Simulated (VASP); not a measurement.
# Na3ScTe3 (Pm-3m) in VASP: a series of runs, part 2 of 2

VASP 6.6.1. The steps go on from the part before.

### 4 Single point, PBE

This run uses another cell than the first one, of 27.42 Å³/atom, 0.825 times its volume.

INCAR reads:

```
SYSTEM = Na3ScTe3
PREC = Accurate
ENCUT = 520
EDIFF = 1E-6
ISMEAR = 0
SIGMA = 0.1
LREAL = .FALSE.
LASPH = .TRUE.
NELM = 100
ALGO = Normal
ISIF = 2
LWAVE = .FALSE.
LCHARG = .FALSE.
GGA = PE
NBANDS = 34
```

KPOINTS reads:

```
Automatic mesh
0
G
  4 4 4
  0 0 0
```

POSCAR reads:

```
Na3ScTe3
1.0
    5.7686237300      0.0000000000      0.0000000000
    0.0000000000      5.7686237300      0.0000000000
    0.0000000000      0.0000000000      5.7686237300
Na Sc Te
3 1 3
Direct
    0.5000000000      0.5000000000      0.0000000000
    0.0000000000      0.5000000000      0.5000000000
    0.5000000000      0.0000000000      0.5000000000
    0.5000000000      0.5000000000      0.5000000000
    0.5000000000      0.0000000000      0.0000000000
    0.0000000000      0.5000000000      0.0000000000
    0.0000000000      0.0000000000      0.5000000000
```

Potentials or basis: VASP PAW PBE potentials, release 64 (Na_pv, Sc_sv, Te).

On the command line:

```
$ cat potpaw_PBE.64/Na_pv/POTCAR potpaw_PBE.64/Sc_sv/POTCAR potpaw_PBE.64/Te/POTCAR > POTCAR
$ mpirun -np 1 vasp_std > vasp.out
```

OUTCAR:

```text
SYSTEM = Na3ScTe3
   PREC = Accurate
   ENCUT = 520
   EDIFF = 1E-6
   ISMEAR = 0
   LREAL = .FALSE.
   LASPH = .TRUE.
   NELM = 100
   ISIF = 2
   GGA = PE

 ion  position               nearest neighbor table
   1  0.500  0.500  0.000-   4 2.88   5 2.88   6 2.88   4 2.88   5 2.88   6 2.88
   2  0.000  0.500  0.500-   4 2.88   6 2.88   7 2.88   6 2.88   7 2.88   4 2.88
   3  0.500  0.000  0.500-   4 2.88   5 2.88   7 2.88   5 2.88   4 2.88   7 2.88
   4  0.500  0.500  0.500-   1 2.88   2 2.88   3 2.88   1 2.88   3 2.88   2 2.88
   5  0.500  0.000  0.000-   1 2.88   3 2.88   3 2.88   1 2.88
   6  0.000  0.500  0.000-   1 2.88   2 2.88   2 2.88   1 2.88
   7  0.000  0.000  0.500-   2 2.88   3 2.88   2 2.88   3 2.88

  LATTYP: Found a simple cubic cell.
 ALAT       =     5.7686237300

  Lattice vectors:

 A1 = (   5.7686237300,   0.0000000000,   0.0000000000)
 A2 = (   0.0000000000,   5.7686237300,   0.0000000000)
 A3 = (   0.0000000000,   0.0000000000,   5.7686237300)

Analysis of symmetry for initial positions (statically):
=====================================================================
 Subroutine PRICEL returns:
 Original cell was already a primitive cell.

 Routine SETGRP: Setting up the symmetry group for a
 simple cubic supercell.

 Subroutine GETGRP returns: Found 48 space group operations
[... 9 lines left out ...]

 Routine SETGRP: Setting up the symmetry group for a
 simple cubic supercell.

 Subroutine GETGRP returns: Found 48 space group operations
[... 11 lines left out ...]
                                     Primitive cell

  volume of cell :     191.9626

  direct lattice vectors                    reciprocal lattice vectors
     5.768623730  0.000000000  0.000000000     0.173351573  0.000000000  0.000000000
     0.000000000  5.768623730  0.000000000     0.000000000  0.173351573  0.000000000
     0.000000000  0.000000000  5.768623730     0.000000000  0.000000000  0.173351573

  length of vectors
     5.768623730  5.768623730  5.768623730     0.173351573  0.173351573  0.173351573

  position of ions in fractional coordinates (direct lattice)
     0.500000000  0.500000000  0.000000000
     0.000000000  0.500000000  0.500000000
     0.500000000  0.000000000  0.500000000
     0.500000000  0.500000000  0.500000000
     0.500000000  0.000000000  0.000000000
     0.000000000  0.500000000  0.000000000
     0.000000000  0.000000000  0.500000000

  ion indices of the primitive-cell ions
   primitive index   ion index
                 1           1
                 2           2
                 3           3
                 4           4
                 5           5
                 6           6
                 7           7

----------------------------------------------------------------------------------------

 KPOINTS: Automatic mesh

Automatic generation of k-mesh.
 Grid dimensions read from file:
 generate k-points for:    4    4    4

 Generating k-lattice:

  Cartesian coordinates                     Fractional coordinates (reciprocal lattice)
     0.043337893  0.000000000  0.000000000     0.250000000  0.000000000  0.000000000
     0.000000000  0.043337893  0.000000000     0.000000000  0.250000000  0.000000000
     0.000000000  0.000000000  0.043337893     0.000000000  0.000000000  0.250000000

  Length of vectors
     0.043337893  0.043337893  0.043337893

  Shift w.r.t. Gamma in fractional coordinates (k-lattice)
     0.000000000  0.000000000  0.000000000

 Subroutine IBZKPT returns following result:
 ===========================================

 Found     10 irreducible k-points:

 Following reciprocal coordinates:
            Coordinates               Weight
  0.000000  0.000000  0.000000      1.000000
  0.250000  0.000000  0.000000      6.000000
  0.500000  0.000000  0.000000      3.000000
  0.250000  0.250000  0.000000     12.000000
  0.500000  0.250000  0.000000     12.000000
  0.500000  0.500000  0.000000      3.000000
  0.250000  0.250000  0.250000      8.000000
  0.500000  0.250000  0.250000     12.000000
  0.500000  0.500000  0.250000      6.000000
  0.500000  0.500000  0.500000      1.000000
   k-points           NKPTS =     10   k-points in BZ     NKDIM =     10   number of bands    NBANDS=     34
   number of dos      NEDOS =    301   number of ions     NIONS =      7
   total plane-waves  NPLWV = 110592
   dimension x,y,z NGX =    48 NGY =   48 NGZ =   48
   dimension x,y,z NGXF=    96 NGYF=   96 NGZF=   96
   ions per type =               3   1   3
   NGX,Y,Z   is equivalent  to a cutoff of  13.83, 13.83, 13.83 a.u.
   NGXF,Y,Z  is equivalent  to a cutoff of  27.67, 27.67, 27.67 a.u.
 SYSTEM =  Na3ScTe3
   PREC   = accura    normal or accurate (medium, high low for compatibility)
   ISTART =      0    job   : 0-new  1-cont  2-samecut
   ICHARG =      2    charge: 1-file 2-atom 10-const
   ISPIN  =      1    spin polarized calculation?
   LNONCOLLINEAR =      F non collinear calculations
   LSORBIT =      F    spin-orbit coupling
   LASPH  =      T    aspherical Exc in radial PAW
   ENCUT  =  520.0 eV  38.22 Ry    6.18 a.u.  10.73 10.73 10.73*2*pi/ulx,y,z
   NELM   =    100;   NELMIN=  2; NELMDL= -5     # of ELM steps
   EDIFF  = 0.1E-05   stopping-criterion for ELM
   LREAL  =      F    real-space projection
   EDIFFG = 0.1E-04   stopping-criterion for IOM
   NSW    =      0    number of steps for IOM
   IBRION =     -1    ionic relax: 0-MD 1-quasi-New 2-CG
   NFREE  =      0    steps in history (QN), initial steepest desc. (CG)
   ISIF   =      2    stress and relaxation
   ISYM   =      2    0-nonsym 1-usesym 2-fastsym
   POTIM  = 0.5000    time-step for ionic-motion
   TEBEG  =    0.0;   TEEND  =   0.0 temperature during run
   PSTRESS=    0.0 pullay stress
   NELECT =      50.0000    total number of electrons
   NUPDOWN=      -1.0000    fix difference up-down
   EMIN   =  10.00;   EMAX   =-10.00  energy-range for DOS
   EFERMI =   0.00;   METHOD = LEGACY
   ISMEAR =     0;   SIGMA  =   0.10  broadening in eV -4-tet -1-fermi 0-gaus
   EFERMI_NEDOS =   21; number of points for ismear=-14 and -15
   IALGO  =     38    algorithm
   IMIX   =      4    mixing-type and parameters
     AMIX     =   0.40;   BMIX     =  1.00
     AMIX_MAG =   1.60;   BMIX_MAG =  1.00
  volume/ion in A,a.u.               =      27.42       185.06
  Fermi-wavevector in a.u.,A,eV,Ry     =   1.045505  1.975717 14.872255  1.093080
  Thomas-Fermi vector in A             =   2.180303
   LORBIT       =      0    0 simple, 1 ext, 2 COOP (PROOUT), +10 PAW based schemes
   GGA     = PE    functional components
   LHFCALC =     F    Hartree Fock is set to
   AEXX    =    0.0000 exact exchange contribution
   IVDW    =     0    specifies the selected vdW correction
   LEPSILON=     F    determine dielectric tensor
   LRPA    =     F    only Hartree local field effects (RPA)
 non-spin polarized calculation
 Gauss-broadening in eV      SIGMA  =   0.10
  energy-cutoff  :      520.00
  volume of cell :      191.96
 maximum number of plane-waves:      5232
 NGX is ok and might be reduce to    48
   NGX = 21   NGY = 21   NGZ = 21

 number of electron      50.0000010 magnetization

 Free energy of the ion-electron system (eV)
  ---------------------------------------------------
  ext. energy  EPLUGINS =         0.00000000
  ---------------------------------------------------
  free energy    TOTEN  =       -17.12012551 eV

  energy without entropy =      -17.03928717  energy(sigma->0) =      -17.07970634

 E-fermi :   3.8902     XC(G=0):  -8.8189

 val. band max:        3.8877702024   @ k =   0.2500   0.0000   0.0000
 cond. band min:       3.8970833143   @ k =   0.2500   0.2500   0.2500
 fundamental gap:      0.0093131118
 Fermi energy:         3.8901504323

 k-point     1 :       0.0000    0.0000    0.0000
  band No.  band energies     occupation
      1     -47.3032      2.00000
      2     -25.9493      2.00000
      3     -25.9493      2.00000
      4     -25.9493      2.00000
      5     -20.2329      2.00000
      6     -20.2329      2.00000
[... 26 lines left out ...]
     33       8.3097      0.00000
     34       8.3097      0.00000
[... 302 lines left out ...]
      4     -25.9454      2.00000
      5     -20.2508      2.00000
      6     -20.2368      2.00000
[... 26 lines left out ...]
     33       8.4108      0.00000
     34       8.4108      0.00000

------------------------ aborting loop because EDIFF is reached ----------------------------------------

  FORCE on cell =-STRESS in cart. coord.  units (eV):
  Direction    XX          YY          ZZ          XY          YZ          ZX
  --------------------------------------------------------------------------------------
  -------------------------------------------------------------------------------------
  Total        6.4202499      6.4202499      6.4202499      0.0000000     -0.0000000      0.0000000
  in kB       53.5853258     53.5853258     53.5853258      0.0000000     -0.0000000      0.0000000
  external PRESSURE =      53.5853258 kB  Pullay stress =       0.0000000 kB

 VOLUME and BASIS-vectors are now :
 -----------------------------------------------------------------------------
  energy-cutoff  :      520.00
  volume of cell :      191.96
      direct lattice vectors                 reciprocal lattice vectors
     5.768623730  0.000000000  0.000000000     0.173351573  0.000000000  0.000000000
     0.000000000  5.768623730  0.000000000     0.000000000  0.173351573  0.000000000
     0.000000000  0.000000000  5.768623730     0.000000000  0.000000000  0.173351573

 POSITION                                       TOTAL-FORCE (eV/Angst)
 -----------------------------------------------------------------------------------
      2.88431      2.88431      0.00000         0.000000      0.000000      0.000000
      0.00000      2.88431      2.88431         0.000000      0.000000      0.000000
      2.88431      0.00000      2.88431         0.000000      0.000000      0.000000
      2.88431      2.88431      2.88431         0.000000      0.000000      0.000000
      2.88431      0.00000      0.00000         0.000000      0.000000      0.000000
      0.00000      2.88431      0.00000         0.000000      0.000000      0.000000
      0.00000      0.00000      2.88431         0.000000      0.000000      0.000000
 -----------------------------------------------------------------------------------
    total drift:                                0.000000     -0.000000     -0.000000

  FREE ENERGIE OF THE ION-ELECTRON SYSTEM (eV)
  ---------------------------------------------------
  free  energy   TOTEN  =       -17.1201255054 eV

  energy  without entropy=      -17.0392871701  energy(sigma->0) =      -17.07970634
```

Wall time 2.1 min (1 thread of Intel Xeon Platinum 8175M at 2.50GHz (Skylake/Cascade Lake), shared host); peak memory 0.34 GiB.

What came out:

```
Free energy            : -17.1201 eV
Pressure               : 5.4 GPa
Band gap on the k mesh : zero (band 25 reaches 4.09 eV, above the bottom of band 26 at 3.87 eV)
```

Caveat: spin-orbit coupling is left out, which moves the levels of the heavy elements.

### 5 The runs side by side

| task | cell | k mesh | cutoff (eV) | gap on the mesh (eV) | pressure (GPa) |
| --- | --- | --- | --- | --- | --- |
| single point | a = 6.151 Å, 7 atoms | 6 × 6 × 6 | 520 | none | 0.0 |
| relaxation of cell and atoms | relaxed from a = 6.125 Å, 7 atoms | 6 × 6 × 6 | 600 | none | 0.0 |
| single point | a = 5.769 Å, 7 atoms | 4 × 4 × 4 | 520 | none | 5.4 |

Alike in all rows: level PBE; potentials or basis VASP PAW PBE potentials, release 64 (Na_pv, Sc_sv, Te); no spin polarisation; smearing gaussian 0.1 eV.

Caveats: spin-orbit coupling is left out, which moves the levels of the heavy elements.

Absolute energies hang on the potentials; compare differences alone.
